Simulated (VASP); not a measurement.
# NdAgO4 (P-6m2) in VASP: further runs

NdAgO4 is run at these levels: PBE; tasks: single point.

All numbers are computed with VASP 6.6.1; they aren't measurements. Logs are shortened: lines on timing, memory, paths and dates and some standing lists are left out, and cuts for length are marked.

## Step 1: The cell of the first run

It takes space group P-6m2 (No. 187, hexagonal). The conventional cell has a = 4.679 Å, b = 4.679 Å, c = 4.203 Å, α = 90.00°, β = 90.00°, γ = 120.00°. Nd (site symmetry -6m2) has 9 O at 2.49 to 2.70 Å and 6 Ag at 3.42 Å within 3.5 Å. Within 2.8 Å of Ag (site symmetry -6m2) lie 8 O at 2.10 to 2.34 Å. Within 3.2 Å of O (site symmetry mm2) lie 8 O at 2.33 to 3.14 Å and 2 Ag at 2.34 Å and 2 Nd at 2.49 Å. O (site symmetry -6m2) has 2 Ag at 2.10 Å and 3 Nd at 2.70 Å within 2.8 Å.

The cell was built from a structure type or drawn by symmetry, and may not be a known phase.

## Step 2: Single point, PBE, collinear spin

File INCAR:

```
SYSTEM = NdAgO4
ALGO = Normal
EDIFF = 1E-6
ENCUT = 600
GGA = PE
GGA_COMPAT = .FALSE.
ISIF = 2
ISMEAR = 0
ISPIN = 2
LASPH = .TRUE.
LCHARG = .FALSE.
LMAXMIX = 6
LORBIT = 11
LREAL = .FALSE.
LWAVE = .FALSE.
MAGMOM = 0 1 0 0 0 0
NBANDS = 36
NELM = 200
PREC = Accurate
SIGMA = 0.1
```

File KPOINTS:

```
k-points
0
G
  6 6 4
  0 0 0
```

File POSCAR:

```
NdAgO4
1.0
    4.6793897669      0.0000000029      0.0000000000
   -2.3396948860      4.0524704109      0.0000000000
    0.0000000000      0.0000000000      4.2032297525
Nd Ag O
1 1 4
Direct
    0.6666666667      0.3333333333      0.5000000000
    0.0000000000      0.0000000000      0.0000000000
    0.5008917377      0.4991082623      0.0000000000
    0.5008917377      1.0017834754      0.0000000000
   -0.0017834754      0.4991082623      0.0000000000
    0.0000000000      0.0000000000      0.5000000000
```

Potentials or basis: VASP PAW PBE potentials, release 64 (Nd_3, Ag, O), 4f in core.

The run is started by

```console
$ cat potpaw_PBE.64/Nd_3/POTCAR potpaw_PBE.64/Ag/POTCAR potpaw_PBE.64/O/POTCAR > POTCAR
$ mpirun -np 1 vasp_std > vasp.out
```

OUTCAR:

```text
SYSTEM = NdAgO4
   EDIFF = 1E-6
   ENCUT = 600
   GGA = PE
   ISIF = 2
   ISMEAR = 0
   ISPIN = 2
   LASPH = .TRUE.
   LORBIT = 11
   LREAL = .FALSE.
   NELM = 200
   PREC = Accurate

 ion  position               nearest neighbor table
   1  0.667  0.333  0.500-   5 2.49   5 2.49   4 2.49   4 2.49   3 2.49   3 2.49   6 2.70   6 2.70
                             6 2.70   2 3.42   2 3.42   2 3.42   2 3.42   2 3.42   2 3.42
   2  0.000  0.000  0.000-   6 2.10   6 2.10   3 2.34   3 2.34   4 2.34   4 2.34   5 2.34   5 2.34
                             1 3.42   1 3.42   1 3.42   1 3.42   1 3.42   1 3.42
   3  0.501  0.499  0.000-   2 2.34   2 2.34   1 2.49   1 2.49
   4  0.501  0.002  0.000-   2 2.34   2 2.34   1 2.49   1 2.49
   5  0.998  0.499  0.000-   2 2.34   2 2.34   1 2.49   1 2.49
   6  0.000  0.000  0.500-   2 2.10   2 2.10   1 2.70   1 2.70   1 2.70

  LATTYP: Found a hexagonal cell.
 ALAT       =     4.6793897669
 C/A-ratio  =     0.8982431389

  Lattice vectors:

 A1 = (   4.6793897669,   0.0000000029,   0.0000000000)
 A2 = (  -2.3396948860,   4.0524704109,   0.0000000000)
 A3 = (   0.0000000000,   0.0000000000,   4.2032297525)

Analysis of symmetry for initial positions (statically):
=====================================================================
 Subroutine PRICEL returns:
 Original cell was already a primitive cell.

 Routine SETGRP: Setting up the symmetry group for a
 hexagonal supercell.

 Subroutine GETGRP returns: Found 12 space group operations
 (whereof 12 operations were pure point group operations)
 out of a pool of 24 trial point group operations.

The static configuration has the point symmetry D_3h.

Analysis of symmetry for dynamics (positions and initial velocities):
=====================================================================
 Subroutine PRICEL returns:
 Original cell was already a primitive cell.

 Routine SETGRP: Setting up the symmetry group for a
 hexagonal supercell.

 Subroutine GETGRP returns: Found 12 space group operations
 (whereof 12 operations were pure point group operations)
 out of a pool of 24 trial point group operations.

The dynamic configuration has the point symmetry D_3h.

Analysis of structural, dynamic, and magnetic symmetry:
=====================================================================
 Subroutine PRICEL returns:
 Original cell was already a primitive cell.

 Routine SETGRP: Setting up the symmetry group for a
 hexagonal supercell.

 Subroutine GETGRP returns: Found 12 space group operations
 (whereof 12 operations were pure point group operations)
 out of a pool of 24 trial point group operations.

The overall configuration has the point symmetry D_3h.

[... 142 lines left out ...]

 Free energy of the ion-electron system (eV)
  ---------------------------------------------------
  ext. energy  EPLUGINS =         0.00000000
  ---------------------------------------------------
  free energy    TOTEN  =       -32.72959370 eV

  energy without entropy =      -32.70983803  energy(sigma->0) =      -32.71971587

 E-fermi :   3.4556     XC(G=0): -10.8556

 val. band max:        3.4490725354   @ k =   0.3333   0.1667   0.2500
 cond. band min:       3.4625130421   @ k =   0.1667  -0.0000   0.0000
 fundamental gap:      0.0134405067
 Fermi energy:         3.4555732345

 spin component 1

 k-point     1 :       0.0000    0.0000    0.0000
  band No.  band energies     occupation
      1     -33.0485      1.00000
      2     -15.1703      1.00000
      3     -14.6631      1.00000
      4     -14.6631      1.00000
      5     -14.1295      1.00000
      6     -13.7161      1.00000
[... 787 lines left out ...]
     34      13.9414      0.00000
     35      15.7872      0.00000
 Fermi energy:         3.4555732345

 spin component 2

 k-point     1 :       0.0000    0.0000    0.0000
  band No.  band energies     occupation
      1     -33.0507      1.00000
      2     -14.9185      1.00000
      3     -14.6057      1.00000
      4     -14.6057      1.00000
      5     -14.1328      1.00000
      6     -13.7409      1.00000
[... 787 lines left out ...]
     34      13.9794      0.00000
     35      15.8179      0.00000
 [bands above 35 left out]

------------------------ aborting loop because EDIFF is reached ----------------------------------------

  FORCE on cell =-STRESS in cart. coord.  units (eV):
  Direction    XX          YY          ZZ          XY          YZ          ZX
  --------------------------------------------------------------------------------------
  -------------------------------------------------------------------------------------
  Total       -0.7219527     -0.7219527     -0.1990035      0.0000000     -0.0000000     -0.0000000
  in kB      -14.5119953    -14.5119953     -4.0001765      0.0000000     -0.0000000     -0.0000000
  external PRESSURE =     -11.0080557 kB  Pullay stress =       0.0000000 kB

 VOLUME and BASIS-vectors are now :
 -----------------------------------------------------------------------------
  energy-cutoff  :      600.00
  volume of cell :       79.71
      direct lattice vectors                 reciprocal lattice vectors
     4.679389767  0.000000003  0.000000000     0.213703079  0.123381530  0.000000000
    -2.339694886  4.052470411  0.000000000    -0.000000000  0.246763060  0.000000000
     0.000000000  0.000000000  4.203229753     0.000000000  0.000000000  0.237912286

 POSITION                                       TOTAL-FORCE (eV/Angst)
 -----------------------------------------------------------------------------------
      2.33969      1.35082      2.10161        -0.000000      0.000000     -0.000000
      0.00000      0.00000      0.00000        -0.000000      0.000000     -0.000000
      1.17611      2.02262      0.00000        -0.022372      0.012917     -0.000000
      2.33969      0.00723      0.00000         0.000000     -0.025833      0.000000
      3.50328      2.02262      0.00000         0.022372      0.012917     -0.000000
      0.00000      0.00000      2.10161        -0.000000      0.000000     -0.000000
 -----------------------------------------------------------------------------------
    total drift:                               -0.000000      0.000000     -0.000000

  FREE ENERGIE OF THE ION-ELECTRON SYSTEM (eV)
  ---------------------------------------------------
  free  energy   TOTEN  =       -32.7295937017 eV

  energy  without entropy=      -32.7098380297  energy(sigma->0) =      -32.71971587

 total charge

# of ion       s       p       d       tot
------------------------------------------
    1        2.070   5.890   0.664   8.623
    2        0.329   0.356   9.017   9.702
    3        1.606   3.209   0.000   4.815
    4        1.606   3.209   0.000   4.815
    5        1.606   3.209   0.000   4.815
    6        1.559   3.365   0.000   4.924
--------------------------------------------------
tot          8.776  19.238   9.681  37.694

 magnetization (x)

# of ion       s       p       d       tot
------------------------------------------
    1       -0.001  -0.000  -0.005  -0.006
    2       -0.003  -0.004   0.019   0.012
    3        0.002   0.148   0.000   0.150
    4        0.002   0.148   0.000   0.150
    5        0.002   0.148   0.000   0.150
    6       -0.001  -0.019   0.000  -0.020
--------------------------------------------------
tot          0.002   0.421   0.015   0.438
```

OSZICAR:

```text
N       E                     dE             d eps       ncg     rms          rms(c)
DAV:   1     0.368315609890E+03    0.36832E+03   -0.25229E+04  3032   0.138E+03
DAV:   2    -0.169537935486E+02   -0.38527E+03   -0.35982E+03  3468   0.340E+02
[... 11 lines left out ...]
DAV:  14    -0.327294502944E+02   -0.24535E-03   -0.12744E-03  3356   0.171E-01    0.591E-02
DAV:  15    -0.327295608560E+02   -0.11056E-03   -0.52586E-04  3328   0.952E-02    0.334E-02
DAV:  16    -0.327295865578E+02   -0.25702E-04   -0.99034E-05  3464   0.414E-02    0.181E-02
DAV:  17    -0.327295941578E+02   -0.76000E-05   -0.16292E-05  3324   0.284E-02    0.164E-02
DAV:  18    -0.327295940980E+02    0.59762E-07   -0.15710E-05  3376   0.221E-02    0.417E-03
DAV:  19    -0.327295937017E+02    0.39638E-06   -0.11654E-06  2544   0.678E-03
   1 F= -.32729594E+02 E0= -.32719716E+02  d E =-.197557E-01  mag=     0.4979
```

It took 2.1 min on 1 thread of Intel Xeon Platinum 8488C (Sapphire Rapids), shared host; peak memory 0.34 GiB.

What came out:

```yaml
Free_energy: -32.7296 eV
Pressure: -1.1 GPa
Largest_force: 0.026 eV/Å
Net_moment: 0.50 μB per cell
Site_moments: Nd -0.01; Ag +0.01; O +0.15, -0.02 (each value once) μB
Valence_electrons_inside_the_program's_atomic_spheres: Nd 8.62; Ag 9.70; O 4.82, 4.92 (each value once)
```

Forces on the atoms (eV/Å):
```
Nd   0.000  0.000  0.000
Ag   0.000  0.000  0.000
O   -0.022  0.013  0.000
O    0.000 -0.026  0.000
O    0.022  0.013  0.000
O    0.000  0.000  0.000
```

Caveat: the k points lie up to 0.37 Å⁻¹ apart; the magnetic or orbital state may not be the lowest; spin-orbit coupling is left out, which moves the levels of the heavy elements; the 4f electrons are frozen in the core, so they carry no moment and show no levels.

[end of part 1 of 2]
